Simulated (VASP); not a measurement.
# OsPdC4N4 (P-43m) in VASP: notebook, part 2 of 2

VASP 6.6.1. The steps go on from the part before.

## (3) Single point, PBE, collinear spin

File INCAR:

```
SYSTEM = OsPdC4N4
PREC     = Accurate       ! precision mode
ENCUT    = 520            ! plane-wave cutoff, eV
EDIFF    = 1E-7           ! SCF threshold, eV
ISMEAR   = 0              ! smearing method
SIGMA    = 0.1            ! smearing width, eV
LREAL    = .FALSE.        ! projectors in reciprocal space
LASPH    = .TRUE.         ! aspherical terms in the spheres
NELM     = 150            ! most SCF steps
ALGO     = Normal         ! electronic algorithm
ISIF     = 2              ! what is computed and relaxed
LWAVE    = .FALSE.        ! write WAVECAR
LCHARG   = .FALSE.        ! write CHGCAR
ISPIN    = 2              ! spin polarisation
MAGMOM   = 0 1 0 0 0 0 0 0 0 0 ! initial moments
LORBIT   = 11             ! projections on sites
LMAXMIX  = 4              ! l up to which the mixer works
GGA      = PE             ! functional
NBANDS   = 42             ! bands
```

File KPOINTS:

```
Automatic mesh
0
G
  4 4 4
  0 0 0
```

File POSCAR:

```
OsPdC4N4
1.0
    5.8773936523      0.0000000000      0.0000000000
    0.0000000000      5.8773936523      0.0000000000
    0.0000000000      0.0000000000      5.8773936523
Pd Os C N
1 1 4 4
Direct
    0.0000000000      0.0000000000      0.0000000000
    0.5000000000      0.5000000000      0.5000000000
    0.1964917750      0.1964917750      0.1964917750
    0.1964917750      0.8035082250      0.8035082250
    0.8035082250      0.1964917750      0.8035082250
    0.8035082250      0.8035082250      0.1964917750
    0.3142180903      0.3142180903      0.3142180903
    0.3142180903      0.6857819097      0.6857819097
    0.6857819097      0.3142180903      0.6857819097
    0.6857819097      0.6857819097      0.3142180903
```

Potentials or basis: VASP PAW PBE potentials, release 64 (Pd, Os, C, N).

The run is started by

```
$ cat potpaw_PBE.64/Pd/POTCAR potpaw_PBE.64/Os/POTCAR potpaw_PBE.64/C/POTCAR potpaw_PBE.64/N/POTCAR > POTCAR
$ mpirun -np 1 vasp_std > vasp.out
```

OUTCAR:

```text
SYSTEM = OsPdC4N4
   PREC = Accurate
   ENCUT = 520
   EDIFF = 1E-7
   ISMEAR = 0
   LREAL = .FALSE.
   LASPH = .TRUE.
   NELM = 150
   ISIF = 2
   ISPIN = 2
   LORBIT = 11
   GGA = PE

 ion  position               nearest neighbor table
   1  0.000  0.000  0.000-   3 2.00   4 2.00   5 2.00   6 2.00
   2  0.500  0.500  0.500-   7 1.89   8 1.89   9 1.89  10 1.89
   3  0.196  0.196  0.196-   7 1.20   1 2.00
   4  0.196  0.804  0.804-   8 1.20   1 2.00
   5  0.804  0.196  0.804-   9 1.20   1 2.00
   6  0.804  0.804  0.196-  10 1.20   1 2.00
   7  0.314  0.314  0.314-   3 1.20   2 1.89
   8  0.314  0.686  0.686-   4 1.20   2 1.89
   9  0.686  0.314  0.686-   5 1.20   2 1.89
  10  0.686  0.686  0.314-   6 1.20   2 1.89

  LATTYP: Found a simple cubic cell.
 ALAT       =     5.8773936523

  Lattice vectors:

 A1 = (   5.8773936523,   0.0000000000,   0.0000000000)
 A2 = (   0.0000000000,   5.8773936523,   0.0000000000)
 A3 = (   0.0000000000,   0.0000000000,   5.8773936523)

Analysis of symmetry for initial positions (statically):
=====================================================================
 Subroutine PRICEL returns:
 Original cell was already a primitive cell.

 Routine SETGRP: Setting up the symmetry group for a
 simple cubic supercell.

 Subroutine GETGRP returns: Found 24 space group operations
 (whereof 24 operations were pure point group operations)
 out of a pool of 48 trial point group operations.

The static configuration has the point symmetry T_d .

Analysis of symmetry for dynamics (positions and initial velocities):
=====================================================================
 Subroutine PRICEL returns:
 Original cell was already a primitive cell.

 Routine SETGRP: Setting up the symmetry group for a
 simple cubic supercell.

[... 605 lines left out ...]
      2     -18.3312      1.00000
      3     -18.3312      1.00000
      4     -18.3312      1.00000
      5     -10.0426      1.00000
      6      -9.4134      1.00000
[... 409 lines left out ...]
     38       5.2428      0.00000
     39       6.5365      0.00000
 [bands above 39 left out]

------------------------ aborting loop because EDIFF is reached ----------------------------------------

  FORCE on cell =-STRESS in cart. coord.  units (eV):
  Direction    XX          YY          ZZ          XY          YZ          ZX
  --------------------------------------------------------------------------------------
  -------------------------------------------------------------------------------------
  Total        0.6783263      0.6783263      0.6783263      0.0000000     -0.0000000     -0.0000000
  in kB        5.3529713      5.3529713      5.3529713      0.0000000     -0.0000000     -0.0000000
  external PRESSURE =       5.3529713 kB  Pullay stress =       0.0000000 kB

 VOLUME and BASIS-vectors are now :
 -----------------------------------------------------------------------------
  energy-cutoff  :      520.00
  volume of cell :      203.03
      direct lattice vectors                 reciprocal lattice vectors
     5.877393652  0.000000000  0.000000000     0.170143444  0.000000000  0.000000000
     0.000000000  5.877393652  0.000000000     0.000000000  0.170143444  0.000000000
     0.000000000  0.000000000  5.877393652     0.000000000  0.000000000  0.170143444

 POSITION                                       TOTAL-FORCE (eV/Angst)
 -----------------------------------------------------------------------------------
      0.00000      0.00000      0.00000        -0.000000      0.000000      0.000000
      2.93870      2.93870      2.93870        -0.000000      0.000000      0.000000
      1.15486      1.15486      1.15486        -0.099596     -0.099596     -0.099596
      1.15486      4.72253      4.72253        -0.099596      0.099596      0.099596
      4.72253      1.15486      4.72253         0.099596     -0.099596      0.099596
      4.72253      4.72253      1.15486         0.099596      0.099596     -0.099596
      1.84678      1.84678      1.84678        -0.026283     -0.026283     -0.026283
      1.84678      4.03061      4.03061        -0.026283      0.026283      0.026283
      4.03061      1.84678      4.03061         0.026283     -0.026283      0.026283
      4.03061      4.03061      1.84678         0.026283      0.026283     -0.026283
 -----------------------------------------------------------------------------------
    total drift:                                0.000000      0.000000      0.000000

  FREE ENERGIE OF THE ION-ELECTRON SYSTEM (eV)
  ---------------------------------------------------
  free  energy   TOTEN  =       -78.5638175493 eV

  energy  without entropy=      -78.5635872206  energy(sigma->0) =      -78.56370238

 total charge

# of ion       s       p       d       tot
------------------------------------------
    1        0.548   0.933   8.360   9.840
    2        0.648   0.796   6.131   7.575
    3        0.958   1.524   0.000   2.482
    4        0.958   1.524   0.000   2.482
    5        0.958   1.524   0.000   2.482
    6        0.958   1.524   0.000   2.482
    7        1.279   2.636   0.000   3.914
    8        1.279   2.636   0.000   3.914
    9        1.279   2.636   0.000   3.914
   10        1.279   2.636   0.000   3.914
--------------------------------------------------
tot         10.143  18.366  14.491  42.999

 magnetization (x)

# of ion       s       p       d       tot
------------------------------------------
    1        0.000   0.000   0.000   0.000
    2       -0.000  -0.000  -0.000  -0.000
    3       -0.000  -0.000   0.000  -0.000
    4       -0.000  -0.000   0.000  -0.000
    5       -0.000  -0.000   0.000  -0.000
    6       -0.000  -0.000   0.000  -0.000
    7        0.000   0.000   0.000   0.000
    8        0.000   0.000   0.000   0.000
    9        0.000   0.000   0.000   0.000
   10        0.000   0.000   0.000   0.000
--------------------------------------------------
tot         -0.000   0.000  -0.000  -0.000
```

Wall time 2.6 min (1 thread of Intel Xeon Platinum 8559C (Emerald Rapids), shared host); peak memory 0.48 GiB.

What came out:

```yaml
Free_energy: -78.5638 eV
Pressure: 0.5 GPa
Largest_force: 0.173 eV/Å
Band_gap_on_the_k_mesh: 0.40 eV (least direct gap 0.57 eV)
Net_moment: 0.00 μB per cell
Valence_electrons_inside_the_program's_atomic_spheres: Pd 9.84; Os 7.58; C 2.48; N 3.91
```

Forces on the atoms (eV/Å):
```
Pd   0.000  0.000  0.000
Os   0.000  0.000  0.000
C   -0.100 -0.100 -0.100
C   -0.100  0.100  0.100
C    0.100 -0.100  0.100
C    0.100  0.100 -0.100
N   -0.026 -0.026 -0.026
N   -0.026  0.026  0.026
N    0.026 -0.026  0.026
N    0.026  0.026 -0.026
```

Caveat: spin-orbit coupling is left out, which moves the levels of the heavy elements.

## (4) Single point, PBE, collinear spin

This run uses another cell than the first one, of 20.34 Å³/atom.

File INCAR:

```
PREC = Accurate
ENCUT = 520
EDIFF = 1E-6
ISMEAR = 0
SIGMA = 0.1
LREAL = False
LASPH = True
NELM = 150
ALGO = Normal
ISIF = 2
LWAVE = False
LCHARG = True
ISPIN = 2
MAGMOM = 0 1 0 0 0 0 0 0 0 0
LORBIT = 11
LMAXMIX = 4
GGA = PE
LELF = True
LVHAR = True
NBANDS = 42
```

File KPOINTS:

```
Automatic mesh
0
Gamma
  4 4 4
```

File POSCAR:

```
OsPdC4N4
1.0
    5.8808898400      0.0000000000      0.0000000000
    0.0000000000      5.8808898400      0.0000000000
    0.0000000000      0.0000000000      5.8808898400
Pd Os C N
1 1 4 4
Direct
    0.0000000000      0.0000000000      0.0000000000
    0.5000000000      0.5000000000      0.5000000000
    0.1902611400      0.1902611400      0.1902611400
    0.1902611400      0.8097388600      0.8097388600
    0.8097388600      0.1902611400      0.8097388600
    0.8097388600      0.8097388600      0.1902611400
    0.3051246800      0.3051246800      0.3051246800
    0.3051246800      0.6948753200      0.6948753200
    0.6948753200      0.3051246800      0.6948753200
    0.6948753200      0.6948753200      0.3051246800
```

The run is started by

```
$ cat potpaw_PBE.64/Pd/POTCAR potpaw_PBE.64/Os/POTCAR potpaw_PBE.64/C/POTCAR potpaw_PBE.64/N/POTCAR > POTCAR
$ mpirun -np 1 vasp_std > vasp.out
```

Wall time 2.5 min (1 thread of Intel Xeon Platinum 8559C (Emerald Rapids), shared host); peak memory 0.48 GiB.

Results (log left out):

* Free energy: -77.9976 eV
* Pressure: 2.0 GPa
* Largest force: 4.284 eV/Å
* Band gap on the k mesh: 0.26 eV (least direct gap 0.38 eV)
* Net moment: 0.00 μB per cell
* Valence electrons inside the program's atomic spheres: Pd 10.12; Os 7.11; C 2.56; N 3.92

Forces in eV/Å, atoms in the order of the input:
```
Pd   0.000  0.000  0.000
Os   0.000  0.000  0.000
C   -0.966 -0.966 -0.966
C   -0.966  0.966  0.966
C    0.966 -0.966  0.966
C    0.966  0.966 -0.966
N    2.473  2.473  2.473
N    2.473 -2.473 -2.473
N   -2.473  2.473 -2.473
N   -2.473 -2.473  2.473
```

Levels at points of the mesh, in eV from the valence-band top:
Spin up:
| k point | band 23 | band 24 | band 25 | band 26 | band 27 | band 28 | band 29 | band 30 | band 31 | band 32 |
| --- | --- | --- | --- | --- | --- | --- | --- | --- | --- | --- |
| (0.00, 0.00, 0.00) | -0.89 | -0.89 | -0.84 | -0.84 | -0.84 | 0.28 | 0.28 | 0.28 | 4.54 | 4.71 |
| (0.50, 0.00, 0.00) | -1.96 | -1.25 | -1.02 | -1.02 | -0.02 | 0.39 | 0.72 | 0.72 | 4.40 | 4.40 |
| (0.50, 0.50, 0.00) | -1.82 | -1.23 | -0.88 | -0.88 | 0.00 | 0.38 | 0.58 | 0.58 | 4.44 | 4.44 |
| (0.50, 0.50, 0.50) | -0.80 | -0.80 | -0.65 | -0.65 | -0.65 | 0.29 | 0.29 | 0.29 | 4.61 | 4.61 |
Spin down:
```csv
k point,band 23,band 24,band 25,band 26,band 27,band 28,band 29,band 30,band 31,band 32
"(0.00, 0.00, 0.00)",-0.89,-0.89,-0.84,-0.84,-0.84,0.28,0.28,0.28,4.54,4.71
"(0.50, 0.00, 0.00)",-1.96,-1.25,-1.02,-1.02,-0.02,0.39,0.72,0.72,4.40,4.40
"(0.50, 0.50, 0.00)",-1.82,-1.23,-0.88,-0.88,0.00,0.38,0.58,0.58,4.44,4.44
"(0.50, 0.50, 0.50)",-0.80,-0.80,-0.65,-0.65,-0.65,0.29,0.29,0.29,4.61,4.61
```

Caveat: spin-orbit coupling is left out, which moves the levels of the heavy elements; forces of over 1 eV/Å act on the atoms, so gaps and moduli don't describe the material at rest.

## (5) Summary

| spin | cell | k mesh | smearing | gap on the mesh (eV) | pressure (GPa) | moment (μB) | largest force (eV/Å) |
| --- | --- | --- | --- | --- | --- | --- | --- |
| off | a = 5.877 Å, 10 atoms, atomic positions A | 6 × 6 × 6 | gaussian 0.02 eV | 0.36 | 0.6 | - | 0.21 |
| collinear | a = 5.877 Å, 10 atoms, atomic positions A | 4 × 4 × 4 | gaussian 0.1 eV | 0.40 | 0.5 | 0.00 | 0.17 |
| collinear | a = 5.881 Å, 10 atoms, atomic positions B | 4 × 4 × 4 | gaussian 0.1 eV | 0.26 | 2.0 | 0.00 | 4.28 |

Alike in all rows: task single point; level PBE; potentials or basis VASP PAW PBE potentials, release 64 (Pd, Os, C, N); cutoff (eV) 520.

Caveats: spin-orbit coupling is left out, which moves the levels of the heavy elements; forces of over 1 eV/Å act on the atoms, so gaps and moduli don't describe the material at rest (at least some runs).

Total energies depend on the potentials used, so only differences within one code and one set of settings carry meaning.
